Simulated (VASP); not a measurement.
# SrTiO3 (Pm-3m) in VASP: a series of runs

Aim: see how the results for SrTiO3 move with the level of theory and the settings. Levels: PBE, r2SCAN. Tasks: single point.

Program: VASP 6.6.1. These are calculated values, not measurements. Logs are shortened: lines on timing, memory, paths and dates and some standing lists are left out, and cuts for length are marked.

### Step 1. The cell of the first run

The structure is cubic, space group Pm-3m (No. 221). Conventional cell: a = 3.907 Å, b = 3.907 Å, c = 3.907 Å, α = 90.00°, β = 90.00°, γ = 90.00°. Sr (site symmetry m-3m) has 12 O at 2.76 Å and 8 Ti at 3.38 Å within 3.6 Å. Within 2.6 Å of Ti (site symmetry m-3m) lie 6 O at 1.95 Å. O (site symmetry 4/mmm) has 2 Ti at 1.95 Å within 2.6 Å.

### Step 2. Single point, PBE

INCAR

```
PREC = Accurate
ENCUT = 520
EDIFF = 1E-6
ISMEAR = -1
SIGMA = 0.02
LREAL = False
LASPH = True
NELM = 60
ALGO = Normal
ISIF = 2
LWAVE = False
LCHARG = False
GGA = PE
NBANDS = 28
```

KPOINTS

```
Automatic mesh
0
Gamma
  6 6 6
```

POSCAR

```
SrTiO3
1.0
    3.9068515030      0.0000000000      0.0000000000
    0.0000000000      3.9068515030      0.0000000000
    0.0000000000      0.0000000000      3.9068515030
Sr Ti O
1 1 3
Direct
    0.0000000000      0.0000000000      0.0000000000
    0.5000000000      0.5000000000      0.5000000000
    0.5000000000      0.0000000000      0.5000000000
    0.5000000000      0.5000000000      0.0000000000
    0.0000000000      0.5000000000      0.5000000000
```

Potentials or basis: VASP PAW PBE potentials, release 64 (Sr_sv, Ti_sv, O).

Started as:

```console
> cat potpaw_PBE.64/Sr_sv/POTCAR potpaw_PBE.64/Ti_sv/POTCAR potpaw_PBE.64/O/POTCAR > POTCAR
> mpirun -np 1 vasp_std > vasp.out
```

OUTCAR:

```text
PREC = Accurate
   ENCUT = 520
   EDIFF = 1E-6
   ISMEAR = -1
   LREAL = False
   LASPH = True
   NELM = 60
   ISIF = 2
   GGA = PE

 ion  position               nearest neighbor table
   1  0.000  0.000  0.000-   3 2.76   4 2.76   5 2.76   3 2.76   5 2.76   4 2.76   5 2.76   5 2.76
                             3 2.76   4 2.76   3 2.76   4 2.76   2 3.38   2 3.38   2 3.38   2 3.38
   2  0.500  0.500  0.500-   3 1.95   4 1.95   5 1.95   4 1.95   3 1.95   5 1.95   1 3.38   1 3.38
                             1 3.38   1 3.38   1 3.38   1 3.38   1 3.38   1 3.38
   3  0.500  0.000  0.500-   2 1.95   2 1.95   1 2.76   1 2.76   1 2.76   1 2.76
   4  0.500  0.500  0.000-   2 1.95   2 1.95   1 2.76   1 2.76   1 2.76   1 2.76
   5  0.000  0.500  0.500-   2 1.95   2 1.95   1 2.76   1 2.76   1 2.76   1 2.76

  LATTYP: Found a simple cubic cell.
 ALAT       =     3.9068515030

  Lattice vectors:

 A1 = (   3.9068515030,   0.0000000000,   0.0000000000)
 A2 = (   0.0000000000,   3.9068515030,   0.0000000000)
 A3 = (   0.0000000000,   0.0000000000,   3.9068515030)

Analysis of symmetry for initial positions (statically):
=====================================================================
 Subroutine PRICEL returns:
 Original cell was already a primitive cell.

 Routine SETGRP: Setting up the symmetry group for a
 simple cubic supercell.

 Subroutine GETGRP returns: Found 48 space group operations
 (whereof 48 operations were pure point group operations)
 out of a pool of 48 trial point group operations.

The static configuration has the point symmetry O_h .

Analysis of symmetry for dynamics (positions and initial velocities):
=====================================================================
 Subroutine PRICEL returns:
 Original cell was already a primitive cell.

 Routine SETGRP: Setting up the symmetry group for a
 simple cubic supercell.

 Subroutine GETGRP returns: Found 48 space group operations
 (whereof 48 operations were pure point group operations)
 out of a pool of 48 trial point group operations.

The dynamic configuration has the point symmetry O_h .

 Subroutine INISYM returns: Found 48 space group operations
 (whereof 48 operations are pure point group operations),
 and found     1 'primitive' translations

----------------------------------------------------------------------------------------

                                     Primitive cell

  volume of cell :      59.6322

  direct lattice vectors                    reciprocal lattice vectors
     3.906851503  0.000000000  0.000000000     0.255960586  0.000000000  0.000000000
     0.000000000  3.906851503  0.000000000     0.000000000  0.255960586  0.000000000
     0.000000000  0.000000000  3.906851503     0.000000000  0.000000000  0.255960586

  length of vectors
     3.906851503  3.906851503  3.906851503     0.255960586  0.255960586  0.255960586

  position of ions in fractional coordinates (direct lattice)
     0.000000000  0.000000000  0.000000000
     0.500000000  0.500000000  0.500000000
     0.500000000  0.000000000  0.500000000
     0.500000000  0.500000000  0.000000000
     0.000000000  0.500000000  0.500000000

  ion indices of the primitive-cell ions
   primitive index   ion index
                 1           1
                 2           2
                 3           3
                 4           4
                 5           5

----------------------------------------------------------------------------------------

 KPOINTS: Automatic mesh

Automatic generation of k-mesh.
 Grid dimensions read from file:
 generate k-points for:    6    6    6

 Generating k-lattice:

  Cartesian coordinates                     Fractional coordinates (reciprocal lattice)
     0.042660098  0.000000000  0.000000000     0.166666667  0.000000000  0.000000000
     0.000000000  0.042660098  0.000000000     0.000000000  0.166666667  0.000000000
     0.000000000  0.000000000  0.042660098     0.000000000  0.000000000  0.166666667

  Length of vectors
     0.042660098  0.042660098  0.042660098

  Shift w.r.t. Gamma in fractional coordinates (k-lattice)
     0.000000000  0.000000000  0.000000000

 Subroutine IBZKPT returns following result:
 ===========================================

 Found     20 irreducible k-points:

 Following reciprocal coordinates:
            Coordinates               Weight
  0.000000  0.000000  0.000000      1.000000
  0.166667  0.000000  0.000000      6.000000
  0.333333  0.000000  0.000000      6.000000
  0.500000  0.000000  0.000000      3.000000
  0.166667  0.166667  0.000000     12.000000
  0.333333  0.166667  0.000000     24.000000
[... 12 lines left out ...]
  0.500000  0.500000  0.333333      6.000000
  0.500000  0.500000  0.500000      1.000000
   k-points           NKPTS =     20   k-points in BZ     NKDIM =     20   number of bands    NBANDS=     28
   number of dos      NEDOS =    301   number of ions     NIONS =      5
   total plane-waves  NPLWV =  27000
   dimension x,y,z NGX =    30 NGY =   30 NGZ =   30
   dimension x,y,z NGXF=    60 NGYF=   60 NGZF=   60
   ions per type =               1   1   3
   NGX,Y,Z   is equivalent  to a cutoff of  12.77, 12.77, 12.77 a.u.
   NGXF,Y,Z  is equivalent  to a cutoff of  25.53, 25.53, 25.53 a.u.
 SYSTEM =  unknown system
   PREC   = accura    normal or accurate (medium, high low for compatibility)
   ISTART =      0    job   : 0-new  1-cont  2-samecut
   ICHARG =      2    charge: 1-file 2-atom 10-const
   ISPIN  =      1    spin polarized calculation?
   LNONCOLLINEAR =      F non collinear calculations
   LSORBIT =      F    spin-orbit coupling
   LASPH  =      T    aspherical Exc in radial PAW
   ENCUT  =  520.0 eV  38.22 Ry    6.18 a.u.   7.26  7.26  7.26*2*pi/ulx,y,z
   NELM   =     60;   NELMIN=  2; NELMDL= -5     # of ELM steps
   EDIFF  = 0.1E-05   stopping-criterion for ELM
   LREAL  =      F    real-space projection
   EDIFFG = 0.1E-04   stopping-criterion for IOM
   NSW    =      0    number of steps for IOM
   IBRION =     -1    ionic relax: 0-MD 1-quasi-New 2-CG
   NFREE  =      0    steps in history (QN), initial steepest desc. (CG)
   ISIF   =      2    stress and relaxation
   ISYM   =      2    0-nonsym 1-usesym 2-fastsym
   POTIM  = 0.5000    time-step for ionic-motion
   TEBEG  =    0.0;   TEEND  =   0.0 temperature during run
   PSTRESS=    0.0 pullay stress
   NELECT =      40.0000    total number of electrons
   NUPDOWN=      -1.0000    fix difference up-down
   EMIN   =  10.00;   EMAX   =-10.00  energy-range for DOS
   EFERMI =   0.00;   METHOD = LEGACY
   ISMEAR =    -1;   SIGMA  =   0.02  broadening in eV -4-tet -1-fermi 0-gaus
   EFERMI_NEDOS =   21; number of points for ismear=-14 and -15
   IALGO  =     38    algorithm
   IMIX   =      4    mixing-type and parameters
     AMIX     =   0.40;   BMIX     =  1.00
     AMIX_MAG =   1.60;   BMIX_MAG =  1.00
  volume/ion in A,a.u.               =      11.93        80.48
  Fermi-wavevector in a.u.,A,eV,Ry     =   1.433072  2.708113 27.942211  2.053695
  Thomas-Fermi vector in A             =   2.552630
   LORBIT       =      0    0 simple, 1 ext, 2 COOP (PROOUT), +10 PAW based schemes
   GGA     = PE    functional components
   LHFCALC =     F    Hartree Fock is set to
   AEXX    =    0.0000 exact exchange contribution
   IVDW    =     0    specifies the selected vdW correction
   LEPSILON=     F    determine dielectric tensor
   LRPA    =     F    only Hartree local field effects (RPA)
 non-spin polarized calculation
  energy-cutoff  :      520.00
  volume of cell :       59.63
 maximum number of plane-waves:      1640
 NGX is ok and might be reduce to    30
   NGX = 15   NGY = 15   NGZ = 15

 number of electron      40.0000004 magnetization

 Free energy of the ion-electron system (eV)
  ---------------------------------------------------
  ext. energy  EPLUGINS =         0.00000000
  ---------------------------------------------------
  free energy    TOTEN  =       -40.07864449 eV

  energy without entropy =      -40.07864449  energy(sigma->0) =      -40.07864449

 E-fermi :   4.6825     XC(G=0): -11.2634

 val. band max:        4.1539935062   @ k =   0.5000   0.5000   0.5000
 cond. band min:       6.0064070731   @ k =   0.0000   0.0000   0.0000
 fundamental gap:      1.8524135669
 Fermi energy:         4.6824983427

 k-point     1 :       0.0000    0.0000    0.0000
  band No.  band energies     occupation
      1     -52.3177      2.00000
      2     -28.6409      2.00000
      3     -28.5630      2.00000
      4     -28.5630      2.00000
      5     -28.5630      2.00000
      6     -13.2693      2.00000
[... 20 lines left out ...]
     27       9.5546      0.00000
     28      10.3529      0.00000

 k-point     2 :       0.1667    0.0000    0.0000
  band No.  band energies     occupation
      1     -52.3174      2.00000
      2     -28.6706      2.00000
      3     -28.5623      2.00000
      4     -28.5623      2.00000
      5     -28.5451      2.00000
      6     -13.2880      2.00000
[... 20 lines left out ...]
     27      10.0246      0.00000
     28      11.0017      0.00000

 k-point     3 :       0.3333    0.0000    0.0000
  band No.  band energies     occupation
      1     -52.3166      2.00000
      2     -28.7172      2.00000
      3     -28.5608      2.00000
      4     -28.5608      2.00000
      5     -28.5218      2.00000
      6     -13.4117      2.00000
[... 20 lines left out ...]
     27      11.0020      0.00000
     28      12.2579      0.00000

 k-point     4 :       0.5000    0.0000    0.0000
  band No.  band energies     occupation
      1     -52.3162      2.00000
      2     -28.7381      2.00000
      3     -28.5601      2.00000
      4     -28.5601      2.00000
      5     -28.5124      2.00000
      6     -13.4933      2.00000
[... 20 lines left out ...]
     27      11.5700      0.00000
     28      12.1678      0.00000

 k-point     5 :       0.1667    0.1667    0.0000
  band No.  band energies     occupation
      1     -52.3170      2.00000
      2     -28.6783      2.00000
      3     -28.5802      2.00000
      4     -28.5615      2.00000
      5     -28.5310      2.00000
      6     -13.2543      2.00000
[... 20 lines left out ...]
     27      10.4463      0.00000
     28      11.3995      0.00000

 k-point     6 :       0.3333    0.1667    0.0000
  band No.  band energies     occupation
      1     -52.3162      2.00000
      2     -28.7047      2.00000
      3     -28.5832      2.00000
      4     -28.5601      2.00000
      5     -28.5244      2.00000
      6     -13.2884      2.00000
[... 339 lines left out ...]
      5     -28.5598      2.00000
      6     -12.6248      2.00000
[... 20 lines left out ...]
     27      12.0514      0.00000
     28      12.0514      0.00000

 k-point    18 :       0.5000    0.3333    0.3333
  band No.  band energies     occupation
      1     -52.3139      2.00000
      2     -28.6442      2.00000
      3     -28.6115      2.00000
      4     -28.6111      2.00000
      5     -28.5749      2.00000
      6     -12.4626      2.00000
[... 20 lines left out ...]
     27      11.9860      0.00000
     28      12.2554      0.00000

 k-point    19 :       0.5000    0.5000    0.3333
  band No.  band energies     occupation
      1     -52.3136      2.00000
      2     -28.6289      2.00000
      3     -28.6289      2.00000
      4     -28.6105      2.00000
      5     -28.5849      2.00000
      6     -12.1172      2.00000
[... 20 lines left out ...]
     27      11.9801      0.00000
     28      12.5140      0.00000

 k-point    20 :       0.5000    0.5000    0.5000
  band No.  band energies     occupation
      1     -52.3132      2.00000
      2     -28.6280      2.00000
      3     -28.6280      2.00000
      4     -28.6280      2.00000
      5     -28.5804      2.00000
      6     -11.9324      2.00000
[... 20 lines left out ...]
     27      12.5141      0.00000
     28      12.5141      0.00000

------------------------ aborting loop because EDIFF is reached ----------------------------------------

  FORCE on cell =-STRESS in cart. coord.  units (eV):
  Direction    XX          YY          ZZ          XY          YZ          ZX
  --------------------------------------------------------------------------------------
  -------------------------------------------------------------------------------------
  Total        1.7554106      1.7554106      1.7554106      0.0000000     -0.0000000      0.0000000
  in kB       47.1637772     47.1637772     47.1637772      0.0000000     -0.0000000      0.0000000
  external PRESSURE =      47.1637772 kB  Pullay stress =       0.0000000 kB

 VOLUME and BASIS-vectors are now :
 -----------------------------------------------------------------------------
  energy-cutoff  :      520.00
  volume of cell :       59.63
      direct lattice vectors                 reciprocal lattice vectors
     3.906851503  0.000000000  0.000000000     0.255960586  0.000000000  0.000000000
     0.000000000  3.906851503  0.000000000     0.000000000  0.255960586  0.000000000
     0.000000000  0.000000000  3.906851503     0.000000000  0.000000000  0.255960586

 POSITION                                       TOTAL-FORCE (eV/Angst)
 -----------------------------------------------------------------------------------
      0.00000      0.00000      0.00000         0.000000      0.000000      0.000000
      1.95343      1.95343      1.95343         0.000000      0.000000      0.000000
      1.95343      0.00000      1.95343         0.000000      0.000000      0.000000
      1.95343      1.95343      0.00000         0.000000      0.000000      0.000000
      0.00000      1.95343      1.95343         0.000000      0.000000      0.000000
 -----------------------------------------------------------------------------------
    total drift:                                0.000000      0.000000     -0.000000

  FREE ENERGIE OF THE ION-ELECTRON SYSTEM (eV)
  ---------------------------------------------------
  free  energy   TOTEN  =       -40.0786444875 eV

  energy  without entropy=      -40.0786444875  energy(sigma->0) =      -40.07864449
```

It took 23 s on 1 thread of AMD EPYC 9R45 (Zen 5), shared host; peak memory 0.16 GiB.

What came out:

```yaml
Free_energy: -40.0786 eV
Pressure: 4.7 GPa
Band_gap_on_the_k_mesh: 1.85 eV, indirect (least direct gap 2.21 eV)
```

A k mesh can miss the band edges. Expect the measured gap to be larger: semilocal functionals such as PBE lack the derivative discontinuity.

### Step 3. Single point, PBE (strain +4.4%)

INCAR

```
PREC = Accurate ; ENCUT = 520
EDIFF = 1E-6 ; ISMEAR = -1
SIGMA = 0.02 ; LREAL = False
LASPH = True ; NELM = 60
ALGO = Normal ; ISIF = 2
LWAVE = False ; LCHARG = True
GGA = PE ; LELF = True
LVHAR = True ; NBANDS = 28
```

KPOINTS

```
regular mesh
0
Gamma
  6 6 6
```

Edit POSCAR of step 2 so:

```diff
@@ -2,5 +2,5 @@
 1.0
-    3.9068515030      0.0000000000      0.0000000000
-    0.0000000000      3.9068515030      0.0000000000
-    0.0000000000      0.0000000000      3.9068515030
+    4.0771902285      0.0000000000      0.0000000000
+    0.0000000000      4.0771902285      0.0000000000
+    0.0000000000      0.0000000000      4.0771902285
 Sr Ti O
```

Potentials or basis: VASP PAW PBE potentials, release 64 (Sr_sv, Ti_sv, O).

Started as:

```console
> cat potpaw_PBE.64/Sr_sv/POTCAR potpaw_PBE.64/Ti_sv/POTCAR potpaw_PBE.64/O/POTCAR > POTCAR
> mpirun -np 1 vasp_std > vasp.out
```

It took 27 s on 1 thread of AMD EPYC 9R45 (Zen 5), shared host; peak memory 0.16 GiB.

The run converged. Its results:

```
Free energy            : -39.8013 eV
Pressure               : -13.8 GPa
Band gap on the k mesh : 1.60 eV, indirect (least direct gap 2.01 eV)
```

Levels at points of the mesh, in eV from the valence-band top:
| k point | band 17 | band 18 | band 19 | band 20 | band 21 | band 22 | band 23 | band 24 |
| --- | --- | --- | --- | --- | --- | --- | --- | --- |
| (0.00, 0.00, 0.00) | -0.97 | -0.41 | -0.41 | -0.41 | 1.60 | 1.60 | 1.60 | 3.44 |
| (0.50, 0.00, 0.00) | -2.04 | -1.62 | -0.72 | -0.72 | 1.72 | 3.14 | 3.14 | 3.45 |
| (0.50, 0.50, 0.00) | -1.77 | -1.43 | -1.43 | -0.07 | 3.15 | 3.15 | 3.54 | 4.23 |
| (0.50, 0.50, 0.50) | -3.36 | 0.00 | 0.00 | 0.00 | 3.69 | 3.69 | 3.69 | 6.45 |

Caveat: the cell differs from its parent crystal (strain +4.4%). A k mesh can miss the band edges.

### Step 4. Single point, r2SCAN

Edit POSCAR of step 3 so:

```diff
@@ -2,5 +2,5 @@
 1.0
-    4.0771902285      0.0000000000      0.0000000000
-    0.0000000000      4.0771902285      0.0000000000
-    0.0000000000      0.0000000000      4.0771902285
+    3.9068515030      0.0000000000      0.0000000000
+    0.0000000000      3.9068515030      0.0000000000
+    0.0000000000      0.0000000000      3.9068515030
 Sr Ti O
```

INCAR.step1

```
PREC = Accurate ; ENCUT = 520
ISMEAR = 0 ; SIGMA = 0.01
LREAL = F ; LASPH = T
NELM = 80 ; NBANDS = 28
GGA = PE ; ALGO = Normal
EDIFF = 1E-4 ; LWAVE = T
LCHARG = F
```

INCAR.step2

```
PREC = Accurate ; ENCUT = 520
EDIFF = 1E-7 ; ISMEAR = 0
SIGMA = 0.01 ; LREAL = F
LASPH = T ; NELM = 80
ALGO = Normal ; ISIF = 2
LWAVE = F ; LCHARG = F
METAGGA = R2SCAN ; LMIXTAU = T
NBANDS = 28 ; ISTART = 1
```

KPOINTS

```
Automatic mesh
0
Gamma
  6 6 6
```

Started as:

```console
> cat potpaw_PBE.64/Sr_sv/POTCAR potpaw_PBE.64/Ti_sv/POTCAR potpaw_PBE.64/O/POTCAR > POTCAR
> cp INCAR.step1 INCAR
> mpirun -np 1 vasp_std > vasp.out
> cp INCAR.step2 INCAR
> mpirun -np 1 vasp_std > vasp.out
```

Wall time 1.8 min (1 thread of AMD EPYC 9R45 (Zen 5), shared host); peak memory 0.16 GiB.

The run converged. Its results:

- Free energy: -63.3290 eV
- Pressure: 0.9 GPa
- Band gap on the k mesh: 2.27 eV, indirect (least direct gap 2.66 eV)

Levels at points of the mesh, in eV from the valence-band top:
| k point | band 17 | band 18 | band 19 | band 20 | band 21 | band 22 | band 23 | band 24 |
| --- | --- | --- | --- | --- | --- | --- | --- | --- |
| (0.00, 0.00, 0.00) | -1.21 | -0.38 | -0.38 | -0.38 | 2.27 | 2.27 | 2.27 | 4.59 |
| (0.50, 0.00, 0.00) | -2.36 | -2.00 | -0.77 | -0.77 | 2.43 | 4.17 | 4.17 | 4.60 |
| (0.50, 0.50, 0.00) | -1.79 | -1.61 | -1.61 | -0.09 | 4.18 | 4.18 | 4.66 | 5.63 |
| (0.50, 0.50, 0.50) | -3.79 | 0.00 | 0.00 | 0.00 | 4.87 | 4.87 | 4.87 | 7.63 |

Caveat: the PAW data sets were made with another functional, which shifts forces and pressure a little. A k mesh can miss the band edges.

### Step 5. Summary

```csv
level,cell,smearing,gap on the mesh (eV),pressure (GPa)
PBE,"a = 3.907 Å, 5 atoms",fermi-dirac 0.02 eV,1.85,4.7
PBE,"a = 4.077 Å, 5 atoms",fermi-dirac 0.02 eV,1.60,-13.8
r2SCAN,"a = 3.907 Å, 5 atoms",gaussian 0.01 eV,2.27,0.9
```

Alike in all rows: task single point; potentials or basis VASP PAW PBE potentials, release 64 (Sr_sv, Ti_sv, O); no spin polarisation; k mesh 6 × 6 × 6; cutoff (eV) 520.

Caveats: the PAW data sets were made with another functional, which shifts forces and pressure a little (some runs).

Total energies depend on the potentials used, so only differences within one code and one set of settings carry meaning.
